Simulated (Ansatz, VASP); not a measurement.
Two plane-wave programs on GaN

```
CELL_PARAMETERS angstrom
0.00000 2.25350 2.25350
2.25350 0.00000 2.25350
2.25350 2.25350 0.00000
ATOMIC_POSITIONS crystal
Ga 0.00000 0.00000 0.00000
N 0.75000 0.75000 0.75000
```

Alike in both runs: task single point; functional PBE; k mesh 7 × 7 × 7; occupations fermi-dirac, width 0.02 eV; no spin polarisation.

|  | VASP | Ansatz |
| --- | --- | --- |
| version | VASP 6.6.1 | Ansatz 0.2.0 |
| potentials or method | VASP PAW PBE potentials, release 64 (Ga_d, N), cutoff 600 eV | plane waves, PAW |
| valence electrons in the cell | 18 | 18 |

|  | VASP | Ansatz | Ansatz less VASP |
| --- | --- | --- | --- |
| pressure (GPa) | 4.9 | 5.0 | +0.07 |

The functional is the same, so the differences come from potentials, cutoffs and numerics.
